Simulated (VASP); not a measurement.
# C (R-3m) in VASP: a series of runs

The runs below take C through elastic constants, with LDA.

Program: VASP 6.6.1. These are calculated values, not measurements. Logs are shortened: lines on timing, memory, paths and dates and some standing lists are left out, and cuts for length are marked.

### 1 The cell of the first run

It takes space group R-3m (No. 166, trigonal). The conventional cell has a = 2.411 Å, b = 2.411 Å, c = 8.149 Å, α = 90.00°, β = 90.00°, γ = 120.00°. C (site symmetry 3m) has 3 C at 1.39 Å within 1.9 Å.

### 2 Elastic constants, LDA

File INCAR:

```
SYSTEM = C
PREC = Accurate ; ENCUT = 600
EDIFF = 1E-8 ; ISMEAR = 0
SIGMA = 0.01 ; LREAL = .FALSE.
LASPH = .TRUE. ; NELM = 80
ALGO = Normal ; ISIF = 3
LWAVE = .FALSE. ; LCHARG = .FALSE.
NBANDS = 11 ; IBRION = 6
NFREE = 2 ; POTIM = 0.015
NSW = 1
```

File KPOINTS:

```
regular mesh
0
G
  12 12 12
  0 0 0
```

File POSCAR:

```
C
1.0
    1.2057263803      0.6961264503      2.7164693103
   -1.2057263803      0.6961264503      2.7164693103
    0.0000000000     -1.3922529005      2.7164693103
C
2
Direct
    0.1659936138      0.1659936138      0.1659936138
    0.8340063862      0.8340063862      0.8340063862
```

Potentials or basis: VASP PAW LDA potentials, release 64 (C).

Started as:

```bash
$ cat potpaw_LDA.64/C/POTCAR > POTCAR
$ mpirun -np 1 vasp_std > vasp.out
```

OUTCAR:

```text
SYSTEM = C
   PREC = Accurate
   ENCUT = 600
   EDIFF = 1E-8
   ISMEAR = 0
   LREAL = .FALSE.
   LASPH = .TRUE.
   NELM = 80
   ISIF = 3
   IBRION = 6
   NFREE = 2
   POTIM = 0.015
   NSW = 1

 ion  position               nearest neighbor table
   1  0.166  0.166  0.166-   2 1.39   2 1.39   2 1.39
   2  0.834  0.834  0.834-   1 1.39   1 1.39   1 1.39

  LATTYP: Found a trigonal (rhomboedric) cell.
 ALAT       =     3.0524700904
 COS(alpha) =     0.6879496404

  Lattice vectors:

 A1 = (   1.2057263803,   0.6961264503,   2.7164693103)
 A2 = (  -1.2057263803,   0.6961264503,   2.7164693103)
 A3 = (   0.0000000000,  -1.3922529005,   2.7164693103)

Analysis of symmetry for initial positions (statically):
=====================================================================
 Subroutine PRICEL returns:
 Original cell was already a primitive cell.

 Routine SETGRP: Setting up the symmetry group for a
 trigonal (rhombohedral) supercell.

 Subroutine GETGRP returns: Found 12 space group operations
 (whereof 12 operations were pure point group operations)
 out of a pool of 12 trial point group operations.

The static configuration has the point symmetry D_3d.

Analysis of symmetry for dynamics (positions and initial velocities):
=====================================================================
 Subroutine PRICEL returns:
 Original cell was already a primitive cell.

 Routine SETGRP: Setting up the symmetry group for a
 trigonal (rhombohedral) supercell.

 Subroutine GETGRP returns: Found 12 space group operations
 (whereof 12 operations were pure point group operations)
 out of a pool of 12 trial point group operations.

The dynamic configuration has the point symmetry D_3d.

 Subroutine INISYM returns: Found 12 space group operations
 (whereof 12 operations are pure point group operations),
 and found     1 'primitive' translations

----------------------------------------------------------------------------------------

                                     Primitive cell

  volume of cell :      13.6802

  direct lattice vectors                    reciprocal lattice vectors
     1.205726380  0.696126450  2.716469310     0.414687783  0.239420103  0.122708301
    -1.205726380  0.696126450  2.716469310    -0.414687783  0.239420103  0.122708301
     0.000000000 -1.392252900  2.716469310     0.000000000 -0.478840207  0.122708301

  length of vectors
     3.052470090  3.052470090  3.052470090     0.494312928  0.494312928  0.494312928

  position of ions in fractional coordinates (direct lattice)
     0.165993614  0.165993614  0.165993614
     0.834006386  0.834006386  0.834006386

  ion indices of the primitive-cell ions
   primitive index   ion index
                 1           1
                 2           2

----------------------------------------------------------------------------------------

 KPOINTS: regular mesh

Automatic generation of k-mesh.
 Grid dimensions read from file:
 generate k-points for:   12   12   12

 Generating k-lattice:

  Cartesian coordinates                     Fractional coordinates (reciprocal lattice)
     0.034557315  0.019951675  0.010225692     0.083333333 -0.000000000  0.000000000
    -0.034557315  0.019951675  0.010225692    -0.000000000  0.083333333  0.000000000
     0.000000000 -0.039903351  0.010225692     0.000000000  0.000000000  0.083333333

[... 113 lines left out ...]
  Total        1.9508064      1.9508064      1.8388611      0.0000000      0.0000000      0.0000000
  in kB      228.4713770    228.4713771    215.3607531      0.0000000      0.0000000      0.0000000
  external PRESSURE =     224.1011691 kB  Pullay stress =       0.0000000 kB
[... 89 lines left out ...]
  FREE ENERGIE OF THE ION-ELECTRON SYSTEM (eV)
  ---------------------------------------------------
  free  energy   TOTEN  =       -20.0157736402 eV

  energy  without entropy=      -20.0157736402  energy(sigma->0) =      -20.01577364

[... ionic steps 4 to 14 ...]

--------------------------------------- Ionic step       15  -------------------------------------------

 number of electron       8.0000000 magnetization

------------------------ aborting loop because EDIFF is reached ----------------------------------------
[... 67 lines left out ...]
--------------------------------------- Ionic step       17  -------------------------------------------

 number of electron       8.0000000 magnetization

 Free energy of the ion-electron system (eV)
  ---------------------------------------------------
  ext. energy  EPLUGINS =         0.00000000
  ---------------------------------------------------
  free energy    TOTEN  =       -20.05830576 eV

  energy without entropy =      -20.05830576  energy(sigma->0) =      -20.05830576

 E-fermi :   7.1129     XC(G=0): -12.2515

 val. band max:        7.0362413749   @ k =  -0.1667   0.4167   0.0833
 cond. band min:       7.8283663034   @ k =  -0.1667   0.4167   0.0833
 fundamental gap:      0.7921249285
 Fermi energy:         7.1129050036

 k-point     1 :       0.0000    0.0000    0.0000
  band No.  band energies     occupation
      1     -13.3037      2.00000
      2       1.9986      2.00000
      3       4.2904      2.00000
      4       4.2904      2.00000
      5      13.7095      0.00000
      6      16.0163      0.00000
      7      16.0163      0.00000
      8      18.8472      0.00000
      9      21.9583      0.00000
     10      30.8959      0.00000
     11      34.7903      0.00000
[... 309 lines left out ...]
 k-point    24 :      -0.4167    0.1667    0.0000
  band No.  band energies     occupation
      1      -6.9243      2.00000
      2      -6.0763      2.00000
      3      -1.0178      2.00000
      4       6.0288      2.00000
      5       8.9657      0.00000
      6      18.4428      0.00000
      7      19.2668      0.00000
      8      21.2257      0.00000
      9      25.0991      0.00000
     10      29.0038      0.00000
     11      32.4483      0.00000

 [... further k-points ...]

------------------------ aborting loop because EDIFF is reached ----------------------------------------

  FORCE on cell =-STRESS in cart. coord.  units (eV):
  Direction    XX          YY          ZZ          XY          YZ          ZX
  --------------------------------------------------------------------------------------
  -------------------------------------------------------------------------------------
  Total        1.9570624      1.9570624      1.8029795      0.0000000      0.0000000      0.0000000
  in kB      229.2040598    229.2040598    211.1584220      0.0000000      0.0000000      0.0000000
  external PRESSURE =     223.1888472 kB  Pullay stress =       0.0000000 kB
[... 17 lines left out ...]
  FREE ENERGIE OF THE ION-ELECTRON SYSTEM (eV)
  ---------------------------------------------------
  free  energy   TOTEN  =       -20.0583057607 eV

  energy  without entropy=      -20.0583057607  energy(sigma->0) =      -20.05830576

 INTERNAL STRAIN TENSORS FROM STRAINED CELLS
 ============================================

 INTERNAL STRAIN TENSOR FOR ION    1 for displacements in x,y,z  (eV/Angst):
          X           Y           Z          XY          YZ          ZX
  --------------------------------------------------------------------------------
  x     0.00000     0.00000     0.00000    17.17793     0.00000     0.52634
  y    17.19814   -17.31108     0.00000     0.00029     0.53282    -0.00124
  z    -0.46656    -0.43844     2.06476    -0.00003    -0.00251    -0.00006

 INTERNAL STRAIN TENSORS FROM DISPLACED ATOMS
 ============================================

 INTERNAL STRAIN TENSOR FOR ION    1 for displacements in x,y,z  (eV/Angst):
          X           Y           Z          XY          YZ          ZX
  --------------------------------------------------------------------------------
  x    -0.00000     0.00000     0.00000    17.19909     0.00000     0.53399
  y    17.19909   -17.19909     0.00000     0.00000     0.53399     0.00000
  z    -0.44762    -0.44762     2.05682     0.00000     0.00000     0.00000

 INTERNAL STRAIN TENSOR FOR ION    2 for displacements in x,y,z  (eV/Angst):
          X           Y           Z          XY          YZ          ZX
  --------------------------------------------------------------------------------
  x     0.00000     0.00000    -0.00000   -17.19909    -0.00000    -0.53399
  y   -17.19909    17.19909    -0.00000     0.00000    -0.53399     0.00000
  z     0.44762     0.44762    -2.05682     0.00000    -0.00000     0.00000

 Eigenvectors and eigenvalues of the dynamical matrix
 ----------------------------------------------------

   1 f  =   50.419337 THz   316.794038 2PiTHz 1681.808053 cm-1   208.517529 meV
             X         Y         Z           dx          dy          dz
      0.000000  0.000000  1.352750    -0.000001   -0.707107   -0.000000
      0.000000  0.000000  6.796658     0.000001    0.707107    0.000000
[... 16 lines left out ...]
   5 f  =    0.000000 THz     0.000003 2PiTHz    0.000016 cm-1     0.000002 meV
             X         Y         Z           dx          dy          dz
      0.000000  0.000000  1.352750     0.701626   -0.078223    0.040027
      0.000000  0.000000  6.796658     0.701626   -0.078223    0.040027

   6 f/i=    0.000001 THz     0.000004 2PiTHz    0.000021 cm-1     0.000003 meV
             X         Y         Z           dx          dy          dz
      0.000000  0.000000  1.352750    -0.086462   -0.672015    0.202288
      0.000000  0.000000  6.796658    -0.086462   -0.672015    0.202288

--------------------------------------------------------------------------------------------------------

 ELASTIC MODULI CONTR FROM IONIC RELAXATION (kBar)
 Direction    XX          YY          ZZ          XY          YZ          ZX
 --------------------------------------------------------------------------------
 XX        -556.1256    553.0917      6.9704     -0.0000    -17.2192     -0.0000
 YY         553.0917   -556.1256      6.9704      0.0000     17.2192      0.0000
 ZZ           6.9704      6.9704    -32.0290     -0.0000     -0.0000     -0.0000
 XY          -0.0000      0.0000     -0.0000   -554.6087     -0.0000    -17.2194
 YZ         -17.2192     17.2192     -0.0000     -0.0000     -0.5346     -0.0000
 ZX          -0.0000      0.0000     -0.0000    -17.2194     -0.0000     -0.5346
 --------------------------------------------------------------------------------

 TOTAL ELASTIC MODULI (kBar)
 Direction    XX          YY          ZZ          XY          YZ          ZX
 --------------------------------------------------------------------------------
 XX       14329.6548   2988.4900    -95.7820     -0.0000     99.3208     -0.0000
 YY        2988.4900  14329.6548    -95.7820      0.0000    -99.3208      0.0000
 ZZ         -95.7820    -95.7820   2055.1036     -0.0000      0.0000     -0.0000
 XY          -0.0000      0.0000     -0.0000   5670.5824     -0.0000     99.3207
 YZ          99.3208    -99.3208      0.0000     -0.0000    290.1938     -0.0000
 ZX          -0.0000      0.0000     -0.0000     99.3207     -0.0000    290.1939
 --------------------------------------------------------------------------------
```

Run time: 6.8 min. Hardware: 1 thread of Intel Xeon Platinum 8488C (Sapphire Rapids), shared host; peak memory 0.37 GiB.

What came out:

| Item | Value |
| --- | --- |
| Voigt bulk modulus | 403 GPa |
| Highest phonon frequency at Γ | 1682 cm⁻¹ |

Phonon frequencies in cm⁻¹ (negative: imaginary):
```csv
q point,frequencies
"(0.000, 0.000, 0.000)",0 0 0 837 1682 1682
```

Elastic tensor in Voigt notation (GPa, in the Cartesian axes of the cell as first typed):
```
1433  299  -10   10    0    0
 299 1433  -10  -10    0    0
 -10  -10  206    0    0    0
  10  -10    0   29    0    0
   0    0    0    0   29   10
   0    0    0    0   10  567
```

Clamped-ion elastic tensor (GPa):
```
1489  244  -10   12    0    0
 244 1489  -10  -12    0    0
 -10  -10  209    0    0    0
  12  -12    0   29    0    0
   0    0    0    0   29   12
   0    0    0    0   12  623
```

Caveat: the cell is under stress, which shifts elastic constants.

### 3 Elastic constants, LDA

This run uses another cell than the first one, of 7.80 Å³/atom.

File INCAR:

```
PREC = Accurate
ENCUT = 600
EDIFF = 1E-8
ISMEAR = 0
SIGMA = 0.01
LREAL = F
LASPH = T
NELM = 60
ALGO = Normal
ISIF = 3
LWAVE = F
LCHARG = F
GGA = CA
NBANDS = 11
IBRION = 6
NFREE = 2
POTIM = 0.015
NSW = 1
```

File KPOINTS:

```
regular mesh
0
Gamma
  12 12 12
```

File POSCAR:

```
C
1.0
    1.2179550667      0.7031866857      3.0343290203
   -1.2179550667      0.7031866857      3.0343290203
    0.0000000000     -1.4063733713      3.0343290203
C
2
Direct
    0.1664576416      0.1664576416      0.1664576416
    0.8335423584      0.8335423584      0.8335423584
```

Potentials or basis: VASP PAW LDA potentials, release 64 (C).

Started as:

```bash
$ cat potpaw_LDA.64/C/POTCAR > POTCAR
$ mpirun -np 1 vasp_std > vasp.out
```

OUTCAR:

```text
PREC = Accurate
   ENCUT = 600
   EDIFF = 1E-8
   ISMEAR = 0
   LREAL = F
   LASPH = T
   NELM = 60
   ISIF = 3
   GGA = CA
   IBRION = 6
   NFREE = 2
   POTIM = 0.015
   NSW = 1

 ion  position               nearest neighbor table
   1  0.166  0.166  0.166-   2 1.41   2 1.41   2 1.41
   2  0.834  0.834  0.834-   1 1.41   1 1.41   1 1.41

  LATTYP: Found a trigonal (rhomboedric) cell.
 ALAT       =     3.3444040819
 COS(alpha) =     0.7347502160

  Lattice vectors:

 A1 = (   1.2179550667,   0.7031866857,   3.0343290203)
 A2 = (  -1.2179550667,   0.7031866857,   3.0343290203)
 A3 = (   0.0000000000,  -1.4063733713,   3.0343290203)

Analysis of symmetry for initial positions (statically):
=====================================================================
 Subroutine PRICEL returns:
 Original cell was already a primitive cell.

 Routine SETGRP: Setting up the symmetry group for a
 trigonal (rhombohedral) supercell.

 Subroutine GETGRP returns: Found 12 space group operations
 (whereof 12 operations were pure point group operations)
 out of a pool of 12 trial point group operations.

The static configuration has the point symmetry D_3d.

Analysis of symmetry for dynamics (positions and initial velocities):
[... 704 lines left out ...]
  in kB       57.7394068     57.7394068     44.3768796      0.0000000      0.0000000      0.0000000
  external PRESSURE =      53.2852311 kB  Pullay stress =       0.0000000 kB
[... 17 lines left out ...]
  FREE ENERGIE OF THE ION-ELECTRON SYSTEM (eV)
  ---------------------------------------------------
  free  energy   TOTEN  =       -20.2068886668 eV

  energy  without entropy=      -20.2068886668  energy(sigma->0) =      -20.20688867

 INTERNAL STRAIN TENSORS FROM STRAINED CELLS
 ============================================

 INTERNAL STRAIN TENSOR FOR ION    1 for displacements in x,y,z  (eV/Angst):
          X           Y           Z          XY          YZ          ZX
  --------------------------------------------------------------------------------
  x     0.00000     0.00000     0.00000    14.78932     0.00000     0.13872
  y    14.83621   -14.89222     0.00000     0.00042     0.13997    -0.00028
  z    -0.14754    -0.14688     0.65252    -0.00003    -0.00153    -0.00002

 INTERNAL STRAIN TENSORS FROM DISPLACED ATOMS
 ============================================

 INTERNAL STRAIN TENSOR FOR ION    1 for displacements in x,y,z  (eV/Angst):
          X           Y           Z          XY          YZ          ZX
  --------------------------------------------------------------------------------
  x     0.00000    -0.00000     0.00000    14.80834     0.00000     0.14304
  y    14.80834   -14.80834     0.00000     0.00000     0.14304     0.00000
  z    -0.14533    -0.14533     0.64885     0.00000     0.00000     0.00000

 INTERNAL STRAIN TENSOR FOR ION    2 for displacements in x,y,z  (eV/Angst):
          X           Y           Z          XY          YZ          ZX
  --------------------------------------------------------------------------------
  x    -0.00000     0.00000     0.00000   -14.80834     0.00000    -0.14304
  y   -14.80834    14.80834    -0.00000     0.00000    -0.14304     0.00000
  z     0.14533     0.14533    -0.64885     0.00000    -0.00000     0.00000

 Eigenvectors and eigenvalues of the dynamical matrix
 ----------------------------------------------------

   1 f  =   48.840086 THz   306.871308 2PiTHz 1629.129894 cm-1   201.986273 meV
             X         Y         Z           dx          dy          dz
      0.000000  0.000000  1.515262    -0.000002   -0.707107   -0.000000
      0.000000  0.000000  7.587725     0.000002    0.707107    0.000000
[... 16 lines left out ...]
   5 f  =    0.000000 THz     0.000001 2PiTHz    0.000007 cm-1     0.000001 meV
             X         Y         Z           dx          dy          dz
      0.000000  0.000000  1.515262     0.000000   -0.525021    0.473659
      0.000000  0.000000  7.587725     0.000000   -0.525021    0.473659

   6 f/i=    0.000001 THz     0.000004 2PiTHz    0.000021 cm-1     0.000003 meV
             X         Y         Z           dx          dy          dz
      0.000000  0.000000  1.515262    -0.000000    0.473659    0.525021
      0.000000  0.000000  7.587725    -0.000000    0.473659    0.525021

--------------------------------------------------------------------------------------------------------

 ELASTIC MODULI CONTR FROM IONIC RELAXATION (kBar)
 Direction    XX          YY          ZZ          XY          YZ          ZX
 --------------------------------------------------------------------------------
 XX        -384.5503    384.2915      0.5778      0.0000     -3.7132      0.0000
 YY         384.2915   -384.5503      0.5778     -0.0000      3.7132     -0.0000
 ZZ           0.5778      0.5778     -2.5795      0.0000     -0.0000      0.0000
 XY           0.0000     -0.0000      0.0000   -384.4209      0.0000     -3.7132
 YZ          -3.7132      3.7132     -0.0000      0.0000     -0.0359      0.0000
 ZX           0.0000     -0.0000      0.0000     -3.7132      0.0000     -0.0359
 --------------------------------------------------------------------------------

 TOTAL ELASTIC MODULI (kBar)
 Direction    XX          YY          ZZ          XY          YZ          ZX
 --------------------------------------------------------------------------------
 XX       12237.3146   2373.8985    -80.9905      0.0000     41.9865      0.0000
 YY        2373.8985  12237.3146    -80.9905     -0.0000    -41.9865     -0.0000
 ZZ         -80.9905    -80.9905    846.0888      0.0000      0.0000      0.0000
 XY           0.0000     -0.0000     -0.0000   4931.7080      0.0000     41.9865
 YZ          41.9865    -41.9865      0.0000      0.0000    114.7984      0.0000
 ZX           0.0000     -0.0000      0.0000     41.9865      0.0000    114.7981
 --------------------------------------------------------------------------------
```

OSZICAR:

```text
N       E                     dE             d eps       ncg     rms          rms(c)
DAV:   1     0.631009365801E+01    0.63101E+01   -0.50104E+03  4254   0.756E+02
DAV:   2    -0.210080679912E+02   -0.27318E+02   -0.25778E+02  5311   0.143E+02
DAV:   3    -0.216524971283E+02   -0.64443E+00   -0.64329E+00  5157   0.182E+01
[... 160 lines left out ...]
DAV:   3    -0.202069076999E+02    0.75302E-03   -0.20175E-03  4771   0.282E-01    0.148E-02
DAV:   4    -0.202068909830E+02    0.16717E-04   -0.93458E-05  5071   0.771E-02    0.618E-03
DAV:   5    -0.202068887287E+02    0.22543E-05   -0.76890E-06  4813   0.189E-02    0.141E-03
DAV:   6    -0.202068886701E+02    0.58596E-07   -0.40474E-07  5159   0.471E-03    0.491E-04
DAV:   7    -0.202068886668E+02    0.32451E-08   -0.17953E-08  3844   0.977E-04
  17 F= -.20206889E+02 E0= -.20206889E+02  d E =-.610989E-51
```

Wall time 13 min (1 thread of Intel Xeon Platinum 8488C (Sapphire Rapids), shared host); peak memory 0.41 GiB.

What came out:

* Voigt bulk modulus: 330 GPa
* Highest phonon frequency at Γ: 1629 cm⁻¹

Phonon frequencies in cm⁻¹ (negative: imaginary):
```
              q point          frequencies
(0.000, 0.000, 0.000)  0 0 0 871 1629 1629
```

Elastic tensor in Voigt notation (GPa, in the Cartesian axes of the cell as first typed):
```
1224  237   -8    4    0    0
 237 1224   -8   -4    0    0
  -8   -8   85    0    0    0
   4   -4    0   11    0    0
   0    0    0    0   11    4
   0    0    0    0    4  493
```

Clamped-ion elastic tensor (GPa):
```
1262  199   -8    5    0    0
 199 1262   -8   -5    0    0
  -8   -8   85    0    0    0
   5   -5    0   11    0    0
   0    0    0    0   11    5
   0    0    0    0    5  532
```

Caveat: the cell is under stress, which shifts elastic constants.
